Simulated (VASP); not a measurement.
Write the native input for VASP 6.6.1 that does the following.

```
Task                   : single point
Functional             : revPBE
Potentials or basis    : VASP PAW PBE potentials, release 64 (Os)
Cutoff                 : 520 eV
k mesh                 : 11 × 11 × 6
Occupations            : fermi-dirac, width 0.05 eV
Spin                   : no spin polarisation
Dipole correction      : no
Further INCAR settings : ALGO = Normal; EDIFF = 1e-06; NBANDS = 15
```

The structure of Os lies in POSCAR:

```
Os
1.0
    2.7341000000      0.0000000000      0.0000000000
   -1.3670500000      2.3678000565      0.0000000000
    0.0000000000      0.0000000000      4.3197000000
Os
2
Direct
    0.6666666667      0.3333333333      0.7500000000
    0.3333333333      0.6666666667      0.2500000000
```

These files were run (other wordings do the same):

INCAR

```
PREC = Accurate
ENCUT = 520
EDIFF = 1E-6
ISMEAR = -1
SIGMA = 0.05
LREAL = False
LASPH = True
NELM = 100
ALGO = Normal
ISIF = 2
LWAVE = False
LCHARG = False
GGA = RE
NBANDS = 15
```

KPOINTS

```
regular mesh
0
Gamma
  11 11 6
```

Potentials or basis: VASP PAW PBE potentials, release 64 (Os).

Launch:

```console
$ cat potpaw_PBE.64/Os/POTCAR > POTCAR
$ mpirun -np 1 vasp_std > vasp.out
```

Results of the run:

| Property | Result |
| --- | --- |
| Pressure | 11.6 GPa |
| Band gap on the k mesh | zero (band 8 reaches 11.62 eV, above the bottom of band 9 at 7.73 eV) |

Caveat: the PAW data sets were made with another functional, which shifts forces and pressure a little; spin-orbit coupling is left out, which moves the levels of the heavy elements.

Run time: 13 s on 1 thread of Intel(R) Xeon(R) Platinum 8488C (Sapphire Rapids), on a shared host, peak memory 0.15 GiB.
